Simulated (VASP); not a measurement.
## Cs: single point with BLYP

Crystal: Cs.

```
Cs
1.0
     0.00000    5.95514    5.95514
     5.95514    0.00000    5.95514
     5.95514    5.95514    0.00000
Cs
2
Direct
  0.12500 0.12500 0.12500
  0.87500 0.87500 0.87500
```

This cell differs from its parent crystal: volume scaled by 0.96.

- Program: VASP 6.6.1
- Task: single point
- Functional: BLYP
- Potentials or basis: VASP PAW PBE potentials, release 64 (Cs_sv)
- Cutoff: 520 eV
- k mesh: 5 × 5 × 5
- Occupations: fermi-dirac, width 0.1 eV
- Spin: no spin polarisation
- Dipole correction: no
- Further INCAR settings: ALGO = Normal; EDIFF = 1e-06; NBANDS = 16

```yaml
Pressure: 0.0 GPa
Band_gap_on_the_k_mesh: 0.18 eV, direct
```

Levels at points of the mesh, in eV from the valence-band top:
| k point | band 5 | band 6 | band 7 | band 8 | band 9 | band 10 | band 11 | band 12 | band 13 | band 14 |
| --- | --- | --- | --- | --- | --- | --- | --- | --- | --- | --- |
| (0.00, 0.00, 0.00) | -11.01 | -10.94 | -10.94 | -10.94 | -1.02 | 1.43 | 1.43 | 1.43 | 1.44 | 1.44 |

It took 4.3 min on 1 thread of Intel(R) Xeon(R) Platinum 8488C (Sapphire Rapids) (shared host), peak memory 0.55 GiB.

Caveat: the PAW data sets were made with another functional, which shifts forces and pressure a little; spin-orbit coupling is left out, which moves the levels of the heavy elements. A k mesh can miss the band edges.
